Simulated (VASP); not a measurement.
Set up this calculation in VASP 6.6.1, as the native input.

```yaml
Task: single point
Functional: PBEsol
Potentials_or_basis: VASP PAW PBE potentials, release 64 (Cd)
Cutoff: 520 eV
k_mesh: 14 × 14 × 8
Occupations: fermi-dirac, width 0.08 eV
Spin: no spin polarisation
Dipole_correction: no
Further_INCAR_settings: ALGO = Normal; EDIFF = 1e-06; NBANDS = 19
```

The structure of Cd lies in POSCAR:

```
Cd
1.0
    2.9924453964      0.0000000000      0.0000000000
   -1.4962226982      2.5915337327      0.0000000000
    0.0000000000      0.0000000000      5.3629824515
Cd
2
Direct
    0.3333333333      0.6666666667      0.2500000000
    0.6666666667      0.3333333333      0.7500000000
```

These files were run (other wordings do the same):

INCAR

```
ALGO = Normal ; EDIFF = 1E-6
ENCUT = 520 ; GGA = PS
ISIF = 2 ; ISMEAR = -1
LASPH = T ; LCHARG = F
LREAL = F ; LWAVE = F
NBANDS = 19 ; NELM = 100
PREC = Accurate ; SIGMA = 0.08
```

KPOINTS

```
k-points
0
Gamma
  14 14 8
```

Potentials or basis: VASP PAW PBE potentials, release 64 (Cd).

The run is started by

```console
$ cat potpaw_PBE.64/Cd/POTCAR > POTCAR
$ mpirun -np 1 vasp_std > vasp.out
```

It gave:

The pressure is 0.4 GPa and the band gap on the k mesh is zero (bands 12 and 13 overlap by 3.72 eV).

Caveat: the PAW data sets were made with another functional, which shifts forces and pressure a little.

Wall time 29 s on 1 thread of Intel(R) Xeon(R) Platinum 8488C (Sapphire Rapids), with other jobs on the host, peak memory 0.21 GiB.
